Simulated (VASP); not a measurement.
# TePt (P6_3/mmc) in VASP: relaxation of cell and atoms with PBEsol

Aim: the relaxation of cell and atoms of TePt with PBEsol.

All numbers are computed with VASP 6.6.1; they aren't measurements. Logs are shortened: lines on timing, memory, paths and dates and some standing lists are left out, and cuts for length are marked.

### 1 The cell of the first run

It takes space group P6_3/mmc (No. 194, hexagonal). The conventional cell has a = 4.228 Å, b = 4.228 Å, c = 5.529 Å, α = 90.00°, β = 90.00°, γ = 120.00°. Te (site symmetry -6m2) has 6 Pt at 2.81 Å and 6 Te at 3.69 Å within 3.7 Å. Within 3.6 Å of Pt (site symmetry -3m) lie 2 Pt at 2.76 Å and 6 Te at 2.81 Å.

### 2 Relaxation of cell and atoms, PBEsol

INCAR

```
SYSTEM = TePt
PREC     = Accurate       ! precision mode
ENCUT    = 600            ! plane-wave cutoff, eV
EDIFF    = 1E-6           ! SCF threshold, eV
ISMEAR   = 0              ! smearing method
SIGMA    = 0.1            ! smearing width, eV
LREAL    = .FALSE.        ! projectors in reciprocal space
LASPH    = .TRUE.         ! aspherical terms in the spheres
NELM     = 100            ! most SCF steps
ALGO     = Normal         ! electronic algorithm
ISIF     = 3              ! what is computed and relaxed
LWAVE    = .FALSE.        ! write WAVECAR
LCHARG   = .FALSE.        ! write CHGCAR
GGA      = PS             ! functional
IBRION   = 2              ! ionic algorithm
NSW      = 100            ! ionic steps
EDIFFG   = -0.005         ! ionic threshold
```

KPOINTS

```
Automatic mesh
0
G
  12 12 8
  0 0 0
```

POSCAR

```
TePt
1.0
    4.2277417806      0.0000000000      0.0000000000
   -2.1138708903      3.6613317827      0.0000000000
    0.0000000000      0.0000000000      5.5289988555
Te Pt
2 2
Direct
    0.3333333333      0.6666666667      0.2500000000
    0.6666666667      0.3333333333      0.7500000000
    0.0000000000      0.0000000000      0.0000000000
    0.0000000000      0.0000000000      0.5000000000
```

Potentials or basis: VASP PAW PBE potentials, release 64 (Te, Pt).

On the command line:

```sh
> cat potpaw_PBE.64/Te/POTCAR potpaw_PBE.64/Pt/POTCAR > POTCAR
> mpirun -np 1 vasp_std > vasp.out
```

OUTCAR:

```text
SYSTEM = TePt
   PREC = Accurate
   ENCUT = 600
   EDIFF = 1E-6
   ISMEAR = 0
   LREAL = .FALSE.
   LASPH = .TRUE.
   NELM = 100
   ISIF = 3
   GGA = PS
   IBRION = 2
   NSW = 100
   EDIFFG = -0.005

 ion  position               nearest neighbor table
   1  0.333  0.667  0.250-   3 2.81   4 2.81   3 2.81   4 2.81   3 2.81   4 2.81
   2  0.667  0.333  0.750-   3 2.81   4 2.81   3 2.81   4 2.81   3 2.81   4 2.81
   3  0.000  0.000  0.000-   4 2.76   4 2.76   1 2.81   2 2.81   2 2.81   1 2.81   2 2.81   1 2.81

   4  0.000  0.000  0.500-   3 2.76   3 2.76   1 2.81   2 2.81   2 2.81   1 2.81   2 2.81   1 2.81

  LATTYP: Found a hexagonal cell.
 ALAT       =     4.2277417806
 C/A-ratio  =     1.3077901022

  Lattice vectors:

 A1 = (   4.2277417806,   0.0000000000,   0.0000000000)
 A2 = (  -2.1138708903,   3.6613317827,   0.0000000000)
 A3 = (   0.0000000000,   0.0000000000,   5.5289988555)

Analysis of symmetry for initial positions (statically):
=====================================================================
 Subroutine PRICEL returns:
 Original cell was already a primitive cell.

 Routine SETGRP: Setting up the symmetry group for a
 hexagonal supercell.

 Subroutine GETGRP returns: Found 24 space group operations
 (whereof 12 operations were pure point group operations)
 out of a pool of 24 trial point group operations.

The static configuration has the point symmetry D_3d.
 The point group associated with its full space group is D_6h.

Analysis of symmetry for dynamics (positions and initial velocities):
=====================================================================
 Subroutine PRICEL returns:
 Original cell was already a primitive cell.

 Routine SETGRP: Setting up the symmetry group for a
 hexagonal supercell.

 Subroutine GETGRP returns: Found 24 space group operations
 (whereof 12 operations were pure point group operations)
 out of a pool of 24 trial point group operations.

The dynamic configuration has the point symmetry D_3d.
 The point group associated with its full space group is D_6h.

 Subroutine INISYM returns: Found 24 space group operations
 (whereof 12 operations are pure point group operations),
 and found     1 'primitive' translations

----------------------------------------------------------------------------------------

                                     Primitive cell

  volume of cell :      85.5843

  direct lattice vectors                    reciprocal lattice vectors
     4.227741781  0.000000000  0.000000000     0.236532894  0.136562330  0.000000000
    -2.113870890  3.661331783  0.000000000     0.000000000  0.273124660  0.000000000
     0.000000000  0.000000000  5.528998856     0.000000000  0.000000000  0.180864570

  length of vectors
     4.227741781  4.227741781  5.528998856     0.273124660  0.273124660  0.180864570

  position of ions in fractional coordinates (direct lattice)
     0.333333333  0.666666667  0.250000000
     0.666666667  0.333333333  0.750000000
     0.000000000  0.000000000  0.000000000
     0.000000000  0.000000000  0.500000000

  ion indices of the primitive-cell ions
   primitive index   ion index
                 1           1
                 2           2
                 3           3
                 4           4

----------------------------------------------------------------------------------------

 KPOINTS: Automatic mesh

Automatic generation of k-mesh.
 Grid dimensions read from file:
 generate k-points for:   12   12    8

 Generating k-lattice:

  Cartesian coordinates                     Fractional coordinates (reciprocal lattice)
     0.019711075  0.011380194  0.000000000     0.083333333 -0.000000000  0.000000000
     0.000000000  0.022760388  0.000000000     0.000000000  0.083333333  0.000000000
     0.000000000  0.000000000  0.022608071     0.000000000  0.000000000  0.125000000

  Length of vectors
     0.022760388  0.022760388  0.022608071

  Shift w.r.t. Gamma in fractional coordinates (k-lattice)
     0.000000000  0.000000000  0.000000000

 Subroutine IBZKPT returns following result:
 ===========================================

 Found     95 irreducible k-points:

 Following reciprocal coordinates:
            Coordinates               Weight
  0.000000  0.000000  0.000000      1.000000
  0.083333  0.000000  0.000000      6.000000
  0.166667  0.000000  0.000000      6.000000
  0.250000  0.000000  0.000000      6.000000
  0.333333  0.000000  0.000000      6.000000
  0.416667  0.000000  0.000000      6.000000
[... 16 lines left out ...]
  0.250000  0.000000  0.125000     12.000000
  0.333333  0.000000  0.125000     12.000000
 [... further k-points ...]
   k-points           NKPTS =     95   k-points in BZ     NKDIM =     95   number of bands    NBANDS=     20
   number of dos      NEDOS =    301   number of ions     NIONS =      4
   total plane-waves  NPLWV =  62208
   dimension x,y,z NGX =    36 NGY =   36 NGZ =   48
   dimension x,y,z NGXF=    72 NGYF=   72 NGZF=   96
   ions per type =               2   2
   NGX,Y,Z   is equivalent  to a cutoff of  14.16, 14.16, 14.43 a.u.
   NGXF,Y,Z  is equivalent  to a cutoff of  28.31, 28.31, 28.87 a.u.
 SYSTEM =  TePt
   PREC   = accura    normal or accurate (medium, high low for compatibility)
   ISTART =      0    job   : 0-new  1-cont  2-samecut
   ICHARG =      2    charge: 1-file 2-atom 10-const
   ISPIN  =      1    spin polarized calculation?
   LNONCOLLINEAR =      F non collinear calculations
   LSORBIT =      F    spin-orbit coupling
   LASPH  =      T    aspherical Exc in radial PAW
   ENCUT  =  600.0 eV  44.10 Ry    6.64 a.u.   8.44  8.44 11.04*2*pi/ulx,y,z
   NELM   =    100;   NELMIN=  2; NELMDL= -5     # of ELM steps
   EDIFF  = 0.1E-05   stopping-criterion for ELM
   LREAL  =      F    real-space projection
   EDIFFG = -.5E-02   stopping-criterion for IOM
   NSW    =    100    number of steps for IOM
   IBRION =      2    ionic relax: 0-MD 1-quasi-New 2-CG
   NFREE  =      1    steps in history (QN), initial steepest desc. (CG)
   ISIF   =      3    stress and relaxation
   ISYM   =      2    0-nonsym 1-usesym 2-fastsym
   POTIM  = 0.5000    time-step for ionic-motion
   TEBEG  =    0.0;   TEEND  =   0.0 temperature during run
   PSTRESS=    0.0 pullay stress
   NELECT =      32.0000    total number of electrons
   NUPDOWN=      -1.0000    fix difference up-down
   EMIN   =  10.00;   EMAX   =-10.00  energy-range for DOS
   EFERMI =   0.00;   METHOD = LEGACY
   ISMEAR =     0;   SIGMA  =   0.10  broadening in eV -4-tet -1-fermi 0-gaus
   EFERMI_NEDOS =   21; number of points for ismear=-14 and -15
   IALGO  =     38    algorithm
   IMIX   =      4    mixing-type and parameters
     AMIX     =   0.40;   BMIX     =  1.00
     AMIX_MAG =   1.60;   BMIX_MAG =  1.00
  volume/ion in A,a.u.               =      21.40       144.39
  Fermi-wavevector in a.u.,A,eV,Ry     =   1.179397  2.228738 18.925406  1.390978
  Thomas-Fermi vector in A             =   2.315709
   LORBIT       =      0    0 simple, 1 ext, 2 COOP (PROOUT), +10 PAW based schemes
   GGA     = PS    functional components
   LHFCALC =     F    Hartree Fock is set to
   AEXX    =    0.0000 exact exchange contribution
   IVDW    =     0    specifies the selected vdW correction
   LEPSILON=     F    determine dielectric tensor
   LRPA    =     F    only Hartree local field effects (RPA)
 conjugate gradient relaxation of ions
 non-spin polarized calculation
 Gauss-broadening in eV      SIGMA  =   0.10
  energy-cutoff  :      600.00
  volume of cell :       85.58
 maximum number of plane-waves:      2914
 NGX is ok and might be reduce to    36
   NGX = 17   NGY = 17   NGZ = 23

--------------------------------------- Ionic step        1  -------------------------------------------

 number of electron      31.9999997 magnetization

 Free energy of the ion-electron system (eV)
  ---------------------------------------------------
  ext. energy  EPLUGINS =         0.00000000
  ---------------------------------------------------
  free energy    TOTEN  =       -21.84395278 eV

  energy without entropy =      -21.83140757  energy(sigma->0) =      -21.83768018

------------------------ aborting loop because EDIFF is reached ----------------------------------------

  FORCE on cell =-STRESS in cart. coord.  units (eV):
  Direction    XX          YY          ZZ          XY          YZ          ZX
  --------------------------------------------------------------------------------------
  -------------------------------------------------------------------------------------
  Total       -0.1078313     -0.1078313      0.0921721     -0.0000000      0.0000000     -0.0000000
  in kB       -2.0186525     -2.0186525      1.7255035     -0.0000000      0.0000000     -0.0000000
  external PRESSURE =      -0.7706005 kB  Pullay stress =       0.0000000 kB
[... 137 lines left out ...]
  energy  without entropy=      -21.8317282845  energy(sigma->0) =      -21.83792986

--------------------------------------- Ionic step        5  -------------------------------------------

 number of electron      31.9999997 magnetization

 Free energy of the ion-electron system (eV)
  ---------------------------------------------------
  ext. energy  EPLUGINS =         0.00000000
  ---------------------------------------------------
  free energy    TOTEN  =       -21.84418980 eV

  energy without entropy =      -21.83174978  energy(sigma->0) =      -21.83796979

 E-fermi :   9.5070     XC(G=0): -11.3776

 val. band max:        9.5014461384   @ k =   0.0833   0.0833   0.5000
 cond. band min:       9.5187373737   @ k =   0.4167   0.1667   0.2500
 fundamental gap:      0.0172912353
 Fermi energy:         9.5069997268

 k-point     1 :       0.0000    0.0000    0.0000
  band No.  band energies     occupation
      1      -4.5810      2.00000
      2      -1.8149      2.00000
      3       2.2531      2.00000
      4       3.3488      2.00000
      5       3.3488      2.00000
      6       3.9445      2.00000
[... 12 lines left out ...]
     19      11.7182      0.00000
[... 513 lines left out ...]
      4       3.3741      2.00000
      5       3.6249      2.00000
      6       4.3793      2.00000
[... 12 lines left out ...]
     19      12.1526      0.00000
     20      12.9868      0.00000

 [... further k-points ...]

------------------------ aborting loop because EDIFF is reached ----------------------------------------

  FORCE on cell =-STRESS in cart. coord.  units (eV):
  Direction    XX          YY          ZZ          XY          YZ          ZX
  --------------------------------------------------------------------------------------
  -------------------------------------------------------------------------------------
  Total        0.0107524      0.0107524      0.0048768      0.0000000      0.0000000      0.0000000
  in kB        0.2014389      0.2014389      0.0913624      0.0000000      0.0000000      0.0000000
  external PRESSURE =       0.1647467 kB  Pullay stress =       0.0000000 kB
[... 19 lines left out ...]
  FREE ENERGIE OF THE ION-ELECTRON SYSTEM (eV)
  ---------------------------------------------------
  free  energy   TOTEN  =       -21.8441898047 eV

  energy  without entropy=      -21.8317497786  energy(sigma->0) =      -21.83796979

 reached required accuracy - stopping structural energy minimisation
```

Wall time 3.4 min (1 thread of AMD EPYC 9R45 (Zen 5), shared host); peak memory 0.35 GiB.

Results:

* Free energy: -21.8442 eV
* Relaxed volume: 21.38 Å³/atom
* Relaxed cell: a = 4.222 Å, b = 4.222 Å, c = 5.541 Å, α = 90.00°, β = 90.00°, γ = 120.00°
* Space group after relaxing (to 0.1 Å): P6_3/mmc (No. 194)
* Energy gained by relaxing: 0.1 meV/atom
* Ionic steps: 5
* Pressure after relaxing: 0.0 GPa
* Band gap on the k mesh: zero (bands 16 and 17 overlap by 1.40 eV)

Step by step:
```tsv
step	energy change (eV)	largest force (eV/Å)	pressure (GPa)	volume (Å³)
1	0.0000	0.0000	-0.08	85.58
2	-0.0002	0.0000	0.11	85.46
3	-0.0002	0.0000	0.13	85.45
4	-0.0002	0.0000	-0.12	85.60
5	-0.0002	0.0000	0.02	85.52
```

Final structure:
```yaml
crystal:
  lattice:
    - [4.22170, 0.00000, 0.00000]
    - [-2.11085, 3.65610, 0.00000]
    - [0.00000, 0.00000, 5.54076]
  atoms:
    - { symbol: Te, position: [0.33333, 0.66667, 0.25000] }
    - { symbol: Te, position: [0.66667, 0.33333, 0.75000] }
    - { symbol: Pt, position: [0.00000, 0.00000, 0.00000] }
    - { symbol: Pt, position: [0.00000, 0.00000, 0.50000] }
```

Caveat: the PAW data sets were made with another functional, which shifts forces and pressure a little; spin-orbit coupling is left out, which moves the levels of the heavy elements.
